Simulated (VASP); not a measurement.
# Be in VASP: notebook

Runs on Be. Level: PBE. Tasks: single point.

All numbers are computed with VASP 6.6.1; they aren't measurements. Logs are shortened: lines on timing, memory, paths and dates and some standing lists are left out, and cuts for length are marked.

### 1 The cell of the first run

The cell holds a sheet with vacuum, 1 atom: a = 1.841 Å, b = 1.841 Å, c = 14.000 Å, α = 90.00°, β = 90.00°, γ = 120.00°.

### 2 Single point, PBE

File INCAR:

```
ALGO = Normal
DIPOL = 0.5 0.5 0.500
EDIFF = 1E-6
ENCUT = 520
GGA = PE
IDIPOL = 3
ISIF = 2
ISMEAR = 0
LASPH = True
LCHARG = False
LDIPOL = True
LREAL = False
LWAVE = False
NBANDS = 7
NELM = 100
PREC = Accurate
SIGMA = 0.1
```

File KPOINTS:

```
k-points
0
Gamma
  12 12 1
```

File POSCAR:

```
Be
1.0
    1.8408760000      0.0000000000      0.0000000000
   -0.9204380000      1.5942450000      0.0000000000
    0.0000000000      0.0000000000     14.0000000000
Be
1
Direct
    0.0000000000      0.0000000000      0.5000000000
```

Potentials or basis: VASP PAW PBE potentials, release 64 (Be).

Run with:

```bash
$ cat potpaw_PBE.64/Be/POTCAR > POTCAR
$ mpirun -np 1 vasp_std > vasp.out
```

OUTCAR:

```text
EDIFF = 1E-6
   ENCUT = 520
   GGA = PE
   ISIF = 2
   ISMEAR = 0
   LASPH = True
   LREAL = False
   NELM = 100
   PREC = Accurate

 ion  position               nearest neighbor table
   1  0.000  0.000  0.500-

  LATTYP: Found a hexagonal cell.
 ALAT       =     1.8408760000
 C/A-ratio  =     7.6050749752

  Lattice vectors:

 A1 = (   1.8408760000,   0.0000000000,   0.0000000000)
 A2 = (  -0.9204380000,   1.5942450000,   0.0000000000)
 A3 = (   0.0000000000,   0.0000000000,  14.0000000000)

Analysis of symmetry for initial positions (statically):
=====================================================================
 Subroutine PRICEL returns:
 Original cell was already a primitive cell.

 Routine SETGRP: Setting up the symmetry group for a
 hexagonal supercell.

 Subroutine GETGRP returns: Found 24 space group operations
 (whereof 24 operations were pure point group operations)
 out of a pool of 24 trial point group operations.

The static configuration has the point symmetry D_6h.

Analysis of symmetry for dynamics (positions and initial velocities):
=====================================================================
 Subroutine PRICEL returns:
 Original cell was already a primitive cell.

 Routine SETGRP: Setting up the symmetry group for a
 hexagonal supercell.

 Subroutine GETGRP returns: Found 24 space group operations
 (whereof 24 operations were pure point group operations)
 out of a pool of 24 trial point group operations.

The dynamic configuration has the point symmetry D_6h.

 Subroutine INISYM returns: Found 24 space group operations
 (whereof 24 operations are pure point group operations),
 and found     1 'primitive' translations

----------------------------------------------------------------------------------------

                                     Primitive cell

  volume of cell :      41.0873

  direct lattice vectors                    reciprocal lattice vectors
     1.840876000  0.000000000  0.000000000     0.543219641  0.313628081  0.000000000
    -0.920438000  1.594245000  0.000000000     0.000000000  0.627256162  0.000000000
     0.000000000  0.000000000 14.000000000     0.000000000  0.000000000  0.071428571

  length of vectors
     1.840876000  1.840875670 14.000000000     0.627256050  0.627256162  0.071428571

  position of ions in fractional coordinates (direct lattice)
     0.000000000  0.000000000  0.500000000

  ion indices of the primitive-cell ions
   primitive index   ion index
                 1           1

----------------------------------------------------------------------------------------

 KPOINTS: k-points

Automatic generation of k-mesh.
 Grid dimensions read from file:
 generate k-points for:   12   12    1

 Generating k-lattice:

  Cartesian coordinates                     Fractional coordinates (reciprocal lattice)
     0.045268303  0.026135673  0.000000000     0.083333333  0.000000000  0.000000000
     0.000000000  0.052271347  0.000000000     0.000000000  0.083333333  0.000000000
     0.000000000  0.000000000  0.071428571     0.000000000  0.000000000  1.000000000

  Length of vectors
     0.052271337  0.052271347  0.071428571

  Shift w.r.t. Gamma in fractional coordinates (k-lattice)
     0.000000000  0.000000000  0.000000000

 Subroutine IBZKPT returns following result:
 ===========================================

 Found     19 irreducible k-points:

 Following reciprocal coordinates:
            Coordinates               Weight
  0.000000  0.000000  0.000000      1.000000
  0.083333  0.000000  0.000000      6.000000
  0.166667  0.000000  0.000000      6.000000
  0.250000  0.000000  0.000000      6.000000
  0.333333  0.000000  0.000000      6.000000
  0.416667  0.000000  0.000000      6.000000
[... 11 lines left out ...]
  0.333333  0.250000  0.000000     12.000000
  0.333333  0.333333  0.000000      2.000000
   k-points           NKPTS =     19   k-points in BZ     NKDIM =     19   number of bands    NBANDS=      7
   number of dos      NEDOS =    301   number of ions     NIONS =      1
   total plane-waves  NPLWV =  21168
   dimension x,y,z NGX =    14 NGY =   14 NGZ =  108
   dimension x,y,z NGXF=    28 NGYF=   28 NGZF=  216
   ions per type =               1
   NGX,Y,Z   is equivalent  to a cutoff of  12.64, 12.64, 12.82 a.u.
   NGXF,Y,Z  is equivalent  to a cutoff of  25.29, 25.29, 25.65 a.u.
 SYSTEM =  unknown system
   PREC   = accura    normal or accurate (medium, high low for compatibility)
   ISTART =      0    job   : 0-new  1-cont  2-samecut
   ICHARG =      2    charge: 1-file 2-atom 10-const
   ISPIN  =      1    spin polarized calculation?
   LNONCOLLINEAR =      F non collinear calculations
   LSORBIT =      F    spin-orbit coupling
   LASPH  =      T    aspherical Exc in radial PAW
   ENCUT  =  520.0 eV  38.22 Ry    6.18 a.u.   3.42  3.42 26.03*2*pi/ulx,y,z
   NELM   =    100;   NELMIN=  2; NELMDL= -5     # of ELM steps
   EDIFF  = 0.1E-05   stopping-criterion for ELM
   LREAL  =      F    real-space projection
   EDIFFG = 0.1E-04   stopping-criterion for IOM
   NSW    =      0    number of steps for IOM
   IBRION =     -1    ionic relax: 0-MD 1-quasi-New 2-CG
   NFREE  =      0    steps in history (QN), initial steepest desc. (CG)
   ISIF   =      2    stress and relaxation
   ISYM   =      2    0-nonsym 1-usesym 2-fastsym
   POTIM  = 0.5000    time-step for ionic-motion
   TEBEG  =    0.0;   TEEND  =   0.0 temperature during run
   PSTRESS=    0.0 pullay stress
   NELECT =       2.0000    total number of electrons
   NUPDOWN=      -1.0000    fix difference up-down
   EMIN   =  10.00;   EMAX   =-10.00  energy-range for DOS
   EFERMI =   0.00;   METHOD = LEGACY
   ISMEAR =     0;   SIGMA  =   0.10  broadening in eV -4-tet -1-fermi 0-gaus
   EFERMI_NEDOS =   21; number of points for ismear=-14 and -15
   IALGO  =     38    algorithm
   IMIX   =      4    mixing-type and parameters
     AMIX     =   0.40;   BMIX     =  1.00
     AMIX_MAG =   1.60;   BMIX_MAG =  1.00
  volume/ion in A,a.u.               =      41.09       277.27
  Fermi-wavevector in a.u.,A,eV,Ry     =   0.597745  1.129573  4.861342  0.357299
  Thomas-Fermi vector in A             =   1.648586
   LORBIT       =      0    0 simple, 1 ext, 2 COOP (PROOUT), +10 PAW based schemes
   GGA     = PE    functional components
   LHFCALC =     F    Hartree Fock is set to
   AEXX    =    0.0000 exact exchange contribution
   IVDW    =     0    specifies the selected vdW correction
   LEPSILON=     F    determine dielectric tensor
   LRPA    =     F    only Hartree local field effects (RPA)
 non-spin polarized calculation
 Gauss-broadening in eV      SIGMA  =   0.10
  energy-cutoff  :      520.00
  volume of cell :       41.09
 maximum number of plane-waves:      1144
 NGX is ok and might be reduce to    14
   NGX =  7   NGY =  7   NGZ = 53

 dipolmoment           0.000000      0.000000     -0.000000 electrons x Angstroem

 number of electron       2.0000000 magnetization

 dipolmoment           0.000000      0.000000      0.000000 electrons x Angstroem

 Free energy of the ion-electron system (eV)
  ---------------------------------------------------
  ext. energy  EPLUGINS =         0.00000000
  ---------------------------------------------------
  free energy    TOTEN  =        -2.41003683 eV

  energy without entropy =       -2.40856457  energy(sigma->0) =       -2.40930070

 E-fermi :  -2.9781     XC(G=0):  -3.0007

 val. band max:       -3.8049199806   @ k =   0.1667   0.0000   0.0000
 cond. band min:      -2.9097340890   @ k =   0.4167   0.1667   0.0000
 fundamental gap:      0.8951858916
 Fermi energy:        -2.9781411382

 k-point     1 :       0.0000    0.0000    0.0000
  band No.  band energies     occupation
      1     -10.1656      2.00000
      2      -5.4248      2.00000
      3       1.0723      0.00000
      4       1.9985      0.00000
      5       2.6269      0.00000
      6       5.1603      0.00000
      7       5.8332      0.00000

 k-point     2 :       0.0833    0.0000    0.0000
  band No.  band energies     occupation
      1      -9.9197      2.00000
      2      -5.0195      2.00000
      3       1.4609      0.00000
      4       2.4084      0.00000
      5       3.0222      0.00000
      6       5.5694      0.00000
      7       6.2086      0.00000

 k-point     3 :       0.1667    0.0000    0.0000
  band No.  band energies     occupation
      1      -9.1908      2.00000
      2      -3.8049      2.00000
      3       2.6217      0.00000
      4       3.6379      0.00000
      5       4.2077      0.00000
      6       6.7962      0.00000
      7       7.3295      0.00000

 k-point     4 :       0.2500    0.0000    0.0000
  band No.  band energies     occupation
      1      -8.0129      2.00000
      2      -1.7863      0.00000
      3       4.5265      0.00000
      4       5.6856      0.00000
      5       6.1738      0.00000
      6       8.8376      0.00000
      7       9.1402      0.00000

 k-point     5 :       0.3333    0.0000    0.0000
  band No.  band energies     occupation
      1      -6.4830      2.00000
      2       1.0207      0.00000
      3       6.9308      0.00000
      4       8.5456      0.00000
      5       8.7932      0.00000
      6      10.8216      0.00000
      7      11.6784      0.00000
[... 111 lines left out ...]
 k-point    17 :       0.2500    0.2500    0.0000
  band No.  band energies     occupation
      1      -3.8345      2.00000
      2       5.3611      0.00000
      3       6.6653      0.00000
      4      10.9436      0.00000
      5      13.0019      0.00000
      6      13.1738      0.00000
      7      15.1224      0.00000

 k-point    18 :       0.3333    0.2500    0.0000
  band No.  band energies     occupation
      1      -1.8539      0.00000
      2       3.6020      0.00000
      3       8.9716      0.00000
      4      13.0518      0.00000
      5      14.6349      0.00000
      6      16.6025      0.00000
      7      17.2744      0.00000

 k-point    19 :       0.3333    0.3333    0.0000
  band No.  band energies     occupation
      1       0.6998      0.00000
      2       0.6998      0.00000
      3      11.1058      0.00000
      4      13.2222      0.00000
      5      15.7004      0.00000
      6      15.7004      0.00000
      7      20.1501      0.00000

------------------------ aborting loop because EDIFF is reached ----------------------------------------

 vacuum level on the upper side and lower side of the slab       (xc-potential included)        -0.185        -0.185

  FORCE on cell =-STRESS in cart. coord.  units (eV):
  Direction    XX          YY          ZZ          XY          YZ          ZX
  --------------------------------------------------------------------------------------
  -------------------------------------------------------------------------------------
  Total        4.4022007      4.4021986     -0.0001927      0.0000000     -0.0000000      0.0000000
  in kB      171.6614530    171.6613709     -0.0075160      0.0000000     -0.0000000      0.0000000
  external PRESSURE =     114.4384359 kB  Pullay stress =       0.0000000 kB

 VOLUME and BASIS-vectors are now :
 -----------------------------------------------------------------------------
  energy-cutoff  :      520.00
  volume of cell :       41.09
      direct lattice vectors                 reciprocal lattice vectors
     1.840876000  0.000000000  0.000000000     0.543219641  0.313628081  0.000000000
    -0.920438000  1.594245000  0.000000000     0.000000000  0.627256162  0.000000000
     0.000000000  0.000000000 14.000000000     0.000000000  0.000000000  0.071428571

 POSITION                                       TOTAL-FORCE (eV/Angst)
 -----------------------------------------------------------------------------------
      0.00000      0.00000      7.00000         0.000000      0.000000      0.000000
 -----------------------------------------------------------------------------------
    total drift:                                0.000000     -0.000000      0.000000

  FREE ENERGIE OF THE ION-ELECTRON SYSTEM (eV)
  ---------------------------------------------------
  free  energy   TOTEN  =        -2.4100368295 eV

  energy  without entropy=       -2.4085645673  energy(sigma->0) =       -2.40930070

 vacuum level on the upper side and lower side of the slab         1.871         1.871
```

Run time: 9.2 s. Hardware: 1 thread of Intel Xeon 8259CL, shared host; peak memory 0.14 GiB.

What came out:

| Property | Result |
| --- | --- |
| Free energy | -2.4100 eV |
| Band gap on the k mesh | zero (band 1 reaches 0.70 eV, above the bottom of band 2 at -5.42 eV) |

[end of part 1 of 2]
